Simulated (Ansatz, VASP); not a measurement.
BN: VASP beside Ansatz

File INCAR:

```
PREC = Accurate
ENCUT = 520
EDIFF = 1E-7
ISMEAR = 0
SIGMA = 0.05
LREAL = False
LASPH = True
NELM = 100
ALGO = Normal
ISIF = 2
LWAVE = False
LCHARG = False
GGA = PS
NBANDS = 11
```

The input KPOINTS:

```
regular mesh
0
Gamma
  12 12 12
```

File POSCAR:

```
BN
1.0
    1.2511217832      0.7223354983      3.3729344033
   -1.2511217832      0.7223354983      3.3729344033
    0.0000000000     -1.4446709967      3.3729344033
B N
1 1
Direct
    1.0026359775      1.0026359775      1.0026359775
    0.3304737123      0.3304737123      0.3304737123
```

Input for Ansatz:

```yaml
crystal:
  lattice:
    - [1.2511217832, 0.7223354983, 3.3729344033]
    - [-1.2511217832, 0.7223354983, 3.3729344033]
    - [0.0, -1.4446709967, 3.3729344033]
  atoms:
    - { symbol: B, position: [1.0026359775, 1.0026359775, 1.0026359775] }
    - { symbol: "N", position: [0.3304737123, 0.3304737123, 0.3304737123] }
basis:
  ecutwfc: 420
kpoints:
  mp_grid: { grid: [12, 12, 12] }
hamiltonian:
  xc: pbesol
scf:
  occupations: { method: gaussian, width: 0.05 }
output:
  forces: true
  stress: true
  eigenvalues: true
```

Change from the starting cell: mode 4 (749.1 1/cm) frozen in, largest displacement +0.030 Å.

Alike in both runs: task single point; functional PBEsol; k mesh 12 × 12 × 12; occupations gaussian, width 0.05 eV; no spin polarisation.

|  | VASP | Ansatz |
| --- | --- | --- |
| version | VASP 6.6.1 | Ansatz 0.2.0 |
| potentials or method | VASP PAW PBE potentials, release 64 (B, N), cutoff 520 eV | scalar-relativistic, plane waves, PAW |
| valence electrons in the cell | 8 | 8 |

Ansatz gave:

```
gap on the k mesh at the Fermi level (eV)                     : 4.25
least direct gap on the mesh (eV)                             : 4.65
pressure (GPa)                                                : 0.5
traceless stress, the component that is largest in VASP (GPa) : -0.57
rms of the force components (eV/Å)                            : 0.388
```

Task: Estimate VASP's values.

Result: gap on the k mesh at the Fermi level (eV): 4.24; least direct gap on the mesh (eV): 4.65; pressure (GPa): 0.8; traceless stress, the component that is largest in VASP (GPa): -1.02; rms of the force components (eV/Å): 0.389.

VASP's potentials were made for PBE, not for PBEsol. Atom by atom the forces differ by 0.001 eV/Å (rms over components). The functional is the same, so the differences come from potentials, cutoffs and numerics.
